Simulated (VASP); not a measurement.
Wanted: the native input for a VASP 6.6.1 run.

* Task: relaxation of cell and atoms
* Functional: PBEsol
* Potentials or basis: VASP PAW PBE potentials, release 64 (Mg, O)
* Cutoff: 600 eV
* k mesh: 8 × 8 × 8
* Occupations: gaussian, width 0.1 eV
* Spin: no spin polarisation
* Target pressure: 22.6 GPa
* Dipole correction: no
* Further INCAR settings: ALGO = Normal; EDIFF = 1e-07; IBRION = 2; EDIFFG = -0.05; NSW = 80; ISIF = 3

The structure of MgO (Periclase) lies in POSCAR:

```
MgO
1.0
    0.0000000000      2.1085000000      2.1085000000
    2.1085000000      0.0000000000      2.1085000000
    2.1085000000      2.1085000000      0.0000000000
Mg O
1 1
Direct
    0.0000000000      0.0000000000      0.0000000000
    0.5000000000      0.5000000000      0.5000000000
```

The input as run:

INCAR

```
SYSTEM = MgO
PREC = Accurate
ENCUT = 600
EDIFF = 1E-7
ISMEAR = 0
SIGMA = 0.1
LREAL = .False.
LASPH = .True.
NELM = 120
ALGO = Normal
ISIF = 3
LWAVE = .False.
LCHARG = .False.
GGA = PS
IBRION = 2
NSW = 80
EDIFFG = -0.05
PSTRESS = 226.0
GGA_COMPAT = .False.
NELMIN = 4
```

KPOINTS

```
regular mesh
0
Gamma
  8 8 8
  0 0 0
```

Potentials or basis: VASP PAW PBE potentials, release 64 (Mg, O).

The run is started by

```sh
$ cat potpaw_PBE.64/Mg/POTCAR potpaw_PBE.64/O/POTCAR > POTCAR
$ mpirun -np 1 vasp_std > vasp.out
```

It gave:

| Item | Value |
| --- | --- |
| Relaxed volume | 8.34 Å³/atom |
| Relaxed cell | a = 2.868 Å, b = 2.868 Å, c = 2.868 Å, α = 60.00°, β = 60.00°, γ = 60.00° |
| Space group after relaxing (to 0.05 Å) | Fm-3m (No. 225) |
| Energy change on relaxing (the enthalpy is what falls) | +61.1 meV/atom |
| Ionic steps | 3 |
| Pressure after relaxing | 22.3 GPa |
| Band gap on the k mesh | 5.81 eV, direct |

Caveat: the cell is relaxed towards a set pressure, so the enthalpy falls and the energy may rise; the PAW data sets were made with another functional, which shifts forces and pressure a little.

Wall time 13 s on 1 thread of Intel Xeon 6975P-C, on a shared host, peak memory 0.15 GiB.
